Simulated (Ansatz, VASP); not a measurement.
# Zr in VASP and in Ansatz

```
CELL_PARAMETERS angstrom
3.23200 0.00000 0.00000
-1.61600 2.79899 0.00000
0.00000 0.00000 5.14700
ATOMIC_POSITIONS crystal
Zr 0.66667 0.33333 0.75000
Zr 0.33333 0.66667 0.25000
```

Alike in both runs: functional RPBE; k mesh 9 × 9 × 5; occupations fermi-dirac, width 0.05 eV; no spin polarisation.

```csv
,VASP,Ansatz
version,VASP 6.6.1,Ansatz 0.2.0
potentials or method,"VASP PAW PBE potentials, release 64 (Zr_sv), cutoff 520 eV","all-electron LAPW, scalar-relativistic"
task,single point,band structure
```

```csv
,VASP,Ansatz,Ansatz less VASP
gap on the k mesh at the Fermi level (eV),none,none,-
pressure (GPa),2.7,2.7,+0.04
"traceless stress, the component that is largest in VASP (GPa)",0.58,0.58,+0.003
```

VASP's potentials were made for PBE, not for RPBE. A gap of «none» marks a metal or a gap that the smearing closes. Ansatz ran all-electron here, and VASP with PAW potentials.
